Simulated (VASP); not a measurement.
# CsSnBr3 (Pm-3m) in VASP: dielectric tensor with PBEsol

Aim: the dielectric tensor of CsSnBr3 with PBEsol.

All numbers are computed with VASP 6.6.1; they aren't measurements. Logs are shortened: lines on timing, memory, paths and dates and some standing lists are left out, and cuts for length are marked.

### 1 The cell of the first run

It takes space group Pm-3m (No. 221, cubic). Conventional cell: a = 5.839 Å, b = 5.839 Å, c = 5.839 Å, α = 90.00°, β = 90.00°, γ = 90.00°. Within 5.4 Å of Cs (site symmetry m-3m) lie 12 Br at 4.13 Å and 8 Sn at 5.06 Å. Within 3.8 Å of Sn (site symmetry m-3m) lie 6 Br at 2.92 Å. Br (site symmetry 4/mmm) has 2 Sn at 2.92 Å within 3.8 Å.

### 2 Dielectric tensor, PBEsol

The input, INCAR:

```
PREC = Accurate ; ENCUT = 400
EDIFF = 1E-8 ; ISMEAR = 0
SIGMA = 0.01 ; LREAL = F
LASPH = T ; NELM = 120
ALGO = Normal ; ISIF = 2
LWAVE = F ; LCHARG = F
GGA = PS ; LEPSILON = T
GGA_COMPAT = F
```

The input, KPOINTS:

```
regular mesh
0
Gamma
  4 4 4
```

The input, POSCAR:

```
CsSnBr3
1.0
    5.8390056100      0.0000000000      0.0000000000
    0.0000000000      5.8390056100      0.0000000000
    0.0000000000      0.0000000000      5.8390056100
Cs Sn Br
1 1 3
Direct
    0.0000000000      0.0000000000      0.0000000000
    0.5000000000      0.5000000000      0.5000000000
    0.5000000000      0.0000000000      0.5000000000
    0.5000000000      0.5000000000      0.0000000000
    0.0000000000      0.5000000000      0.5000000000
```

Potentials or basis: VASP PAW PBE potentials, release 64 (Cs_sv, Sn_d, Br).

Run with:

```sh
> cat potpaw_PBE.64/Cs_sv/POTCAR potpaw_PBE.64/Sn_d/POTCAR potpaw_PBE.64/Br/POTCAR > POTCAR
> mpirun -np 1 vasp_std > vasp.out
```

OUTCAR:

```text
PREC = Accurate
   ENCUT = 400
   EDIFF = 1E-8
   ISMEAR = 0
   LREAL = F
   LASPH = T
   NELM = 120
   ISIF = 2
   GGA = PS
   LEPSILON = T

 ion  position               nearest neighbor table
   1  0.000  0.000  0.000-
   2  0.500  0.500  0.500-   3 2.92   4 2.92   5 2.92   4 2.92   3 2.92   5 2.92
   3  0.500  0.000  0.500-   2 2.92   2 2.92
   4  0.500  0.500  0.000-   2 2.92   2 2.92
   5  0.000  0.500  0.500-   2 2.92   2 2.92

  LATTYP: Found a simple cubic cell.
 ALAT       =     5.8390056100

  Lattice vectors:

 A1 = (   5.8390056100,   0.0000000000,   0.0000000000)
 A2 = (   0.0000000000,   5.8390056100,   0.0000000000)
 A3 = (   0.0000000000,   0.0000000000,   5.8390056100)

Analysis of symmetry for initial positions (statically):
=====================================================================
 Subroutine PRICEL returns:
 Original cell was already a primitive cell.

 Routine SETGRP: Setting up the symmetry group for a
 simple cubic supercell.

 Subroutine GETGRP returns: Found 48 space group operations
 (whereof 48 operations were pure point group operations)
 out of a pool of 48 trial point group operations.

The static configuration has the point symmetry O_h .

Analysis of symmetry for dynamics (positions and initial velocities):
=====================================================================
 Subroutine PRICEL returns:
 Original cell was already a primitive cell.

 Routine SETGRP: Setting up the symmetry group for a
 simple cubic supercell.

 Subroutine GETGRP returns: Found 48 space group operations
 (whereof 48 operations were pure point group operations)
 out of a pool of 48 trial point group operations.

The dynamic configuration has the point symmetry O_h .

 Subroutine INISYM returns: Found 48 space group operations
 (whereof 48 operations are pure point group operations),
 and found     1 'primitive' translations

----------------------------------------------------------------------------------------

                                     Primitive cell

  volume of cell :     199.0750

  direct lattice vectors                    reciprocal lattice vectors
     5.839005610  0.000000000  0.000000000     0.171262038  0.000000000  0.000000000
     0.000000000  5.839005610  0.000000000     0.000000000  0.171262038  0.000000000
     0.000000000  0.000000000  5.839005610     0.000000000  0.000000000  0.171262038

  length of vectors
     5.839005610  5.839005610  5.839005610     0.171262038  0.171262038  0.171262038

  position of ions in fractional coordinates (direct lattice)
     0.000000000  0.000000000  0.000000000
     0.500000000  0.500000000  0.500000000
     0.500000000  0.000000000  0.500000000
     0.500000000  0.500000000  0.000000000
     0.000000000  0.500000000  0.500000000

  ion indices of the primitive-cell ions
   primitive index   ion index
                 1           1
                 2           2
                 3           3
                 4           4
                 5           5

----------------------------------------------------------------------------------------

 KPOINTS: regular mesh

Automatic generation of k-mesh.
 Grid dimensions read from file:
 generate k-points for:    4    4    4

 Generating k-lattice:

  Cartesian coordinates                     Fractional coordinates (reciprocal lattice)
     0.042815509  0.000000000  0.000000000     0.250000000  0.000000000  0.000000000
     0.000000000  0.042815509  0.000000000     0.000000000  0.250000000  0.000000000
     0.000000000  0.000000000  0.042815509     0.000000000  0.000000000  0.250000000

  Length of vectors
     0.042815509  0.042815509  0.042815509

[... 68 lines left out ...]
   LRPA    =     F    only Hartree local field effects (RPA)
 non-spin polarized calculation
 Gauss-broadening in eV      SIGMA  =   0.01
  energy-cutoff  :      400.00
  volume of cell :      199.07
 maximum number of plane-waves:      3695
 NGX is ok and might be reduce to    40
   NGX = 19   NGY = 19   NGZ = 19

--------------------------------------- Ionic step        1  -------------------------------------------

 number of electron      44.0000004 magnetization

 E-fermi :   2.0949     XC(G=0):  -7.8360

 val. band max:        2.0475238538   @ k =   0.5000   0.5000   0.5000
 cond. band min:       2.4596149457   @ k =   0.5000   0.5000   0.5000
 fundamental gap:      0.4120910919
 Fermi energy:         2.0948799087

 k-point     1 :       0.0000    0.0000    0.0000
  band No.  band energies     occupation
      1     -20.1662      2.00000
      2     -20.0518      2.00000
      3     -20.0518      2.00000
      4     -20.0229      2.00000
      5     -20.0229      2.00000
      6     -20.0229      2.00000
[... 279 lines left out ...]
     25       2.4596      0.00000
     26       5.6825      0.00000

  FORCE on cell =-STRESS in cart. coord.  units (eV):
  Direction    XX          YY          ZZ          XY          YZ          ZX
  --------------------------------------------------------------------------------------
  -------------------------------------------------------------------------------------
  Total       -0.7943003     -0.7943003     -0.7943003     -0.0000000      0.0000000     -0.0000000
  in kB       -6.3926162     -6.3926162     -6.3926162     -0.0000000      0.0000000     -0.0000000
  external PRESSURE =      -6.3926162 kB  Pullay stress =       0.0000000 kB

 VOLUME and BASIS-vectors are now :
 -----------------------------------------------------------------------------
  energy-cutoff  :      400.00
  volume of cell :      199.07
      direct lattice vectors                 reciprocal lattice vectors
     5.839005610  0.000000000  0.000000000     0.171262038  0.000000000  0.000000000
     0.000000000  5.839005610  0.000000000     0.000000000  0.171262038  0.000000000
     0.000000000  0.000000000  5.839005610     0.000000000  0.000000000  0.171262038

 POSITION                                       TOTAL-FORCE (eV/Angst)
 -----------------------------------------------------------------------------------
      0.00000      0.00000      0.00000         0.000000      0.000000      0.000000
      2.91950      2.91950      2.91950         0.000000      0.000000      0.000000
      2.91950      0.00000      2.91950         0.000000      0.000000      0.000000
      2.91950      2.91950      0.00000         0.000000      0.000000      0.000000
      0.00000      2.91950      2.91950         0.000000      0.000000      0.000000
 -----------------------------------------------------------------------------------
    total drift:                               -0.000000      0.000000     -0.000000

  FREE ENERGIE OF THE ION-ELECTRON SYSTEM (eV)
  ---------------------------------------------------
  free  energy   TOTEN  =       -16.7373607709 eV

  energy  without entropy=      -16.7373607709  energy(sigma->0) =      -16.73736077

 HEAD OF MICROSCOPIC STATIC DIELECTRIC TENSOR (INDEPENDENT PARTICLE, excluding Hartree and local field effects)
 ------------------------------------------------------
          38.156800     0.000000     0.000000
          -0.000000    38.156800     0.000000
          -0.000000    -0.000000    38.156800
 ------------------------------------------------------

 Free energy of the ion-electron system (eV)
  ---------------------------------------------------
  ---------------------------------------------------
  free energy    TOTEN  =       -20.30258437 eV

  energy without entropy =      -20.30258437

------------------------ aborting loop because EDIFF is reached ----------------------------------------

--------------------------------------- Ionic step        2  -------------------------------------------

------------------------ aborting loop because EDIFF is reached ----------------------------------------

--------------------------------------- Ionic step        3  -------------------------------------------

 Free energy of the ion-electron system (eV)
  ---------------------------------------------------
  ---------------------------------------------------
  free energy    TOTEN  =       -20.30259271 eV

  energy without entropy =      -20.30259271

------------------------ aborting loop because EDIFF is reached ----------------------------------------

 PIEZOELECTRIC TENSOR FIELD DIRECTION 3  (e Angst)
 -----------------------------------------------------------------------------
    -0.00296  0.00000  0.00000           (  0.00000  0.00000 -0.00000)
     0.00000 -0.00296  0.00000           (  0.00000  0.00000  0.00000)
    -0.00000 -0.00000  0.00248           ( -0.00000  0.00000  0.00002)

 PIEZOELECTRIC TENSOR FIELD DIRECTION 3  (C/m^2)
 -----------------------------------------------------------------------------
    -0.00024  0.00000  0.00000
     0.00000 -0.00024  0.00000
    -0.00000 -0.00000  0.00020

 MACROSCOPIC STATIC DIELECTRIC TENSOR (including local field effects in DFT)
 ------------------------------------------------------
          36.537784    -0.000000    -0.000000
           0.000000    36.537784    -0.000000
           0.000000     0.000000    36.537784
 ------------------------------------------------------

 PIEZOELECTRIC TENSOR (including local field effects)  for field in x, y, z        (e  Angst)
          XX          YY          ZZ          XY          YZ          ZX
  --------------------------------------------------------------------------------
  x     0.00000     0.00000     0.00000     0.00000     0.00000     0.00000
  y     0.00000     0.00000     0.00000     0.00000     0.00000     0.00000
  z     0.00000     0.00000     0.00000     0.00000     0.00000     0.00000

 PIEZOELECTRIC TENSOR (including local field effects)  for field in x, y, z        (C/m^2)
          XX          YY          ZZ          XY          YZ          ZX
  --------------------------------------------------------------------------------
  x     0.00000     0.00000     0.00000     0.00000     0.00000     0.00000
  y     0.00000     0.00000     0.00000     0.00000     0.00000     0.00000
  z     0.00000     0.00000     0.00000     0.00000     0.00000     0.00000

 BORN EFFECTIVE CHARGES (including local field effects) (in |e|, cummulative output)
 ---------------------------------------------------------------------------------
 ion    1
    1     1.64398     0.00000     0.00000
    2     0.00000     1.64398     0.00000
    3     0.00000     0.00000     1.64398
 ion    2
    1     4.77532    -0.00000    -0.00000
    2    -0.00000     4.77532    -0.00000
    3    -0.00000     0.00000     4.77532
 ion    3
    1     2.12637     0.00000    -0.00000
    2     0.00000   -10.67203     0.00000
    3     0.00000     0.00000     2.12637
 ion    4
    1     2.12637    -0.00000    -0.00000
    2     0.00000     2.12637     0.00000
    3    -0.00000    -0.00000   -10.67203
 ion    5
    1   -10.67203     0.00000    -0.00000
    2     0.00000     2.12637     0.00000
    3     0.00000     0.00000     2.12637
```

Wall time 9.6 min (1 thread of Intel Xeon Platinum 8488C (Sapphire Rapids), shared host); peak memory 0.4 GiB.

What came out:

```
Band gap on the k mesh                  : 0.41 eV, direct
Electronic dielectric tensor (diagonal) : 36.54
Born charges (mean of the diagonal)     : Cs +1.64; Sn +4.78; Br -2.14 e
```

Electronic dielectric tensor:
```
36.54  0.00  0.00
 0.00 36.54  0.00
 0.00  0.00 36.54
```

Born effective charge tensors (e):
atom 1, Cs
```
1.64 0.00 0.00
0.00 1.64 0.00
0.00 0.00 1.64
```
atom 2, Sn
```
4.78 0.00 0.00
0.00 4.78 0.00
0.00 0.00 4.78
```
atom 3, Br
```
  2.13   0.00   0.00
  0.00 -10.67   0.00
  0.00   0.00   2.13
```
atom 4, Br
```
  2.13   0.00   0.00
  0.00   2.13   0.00
  0.00   0.00 -10.67
```
atom 5, Br
```
-10.67   0.00   0.00
  0.00   2.13   0.00
  0.00   0.00   2.13
```

Caveat: the gap is small at this level, which inflates the dielectric constant; the PAW data sets were made with another functional, which shifts forces and pressure a little; spin-orbit coupling is left out, which moves the levels of the heavy elements.
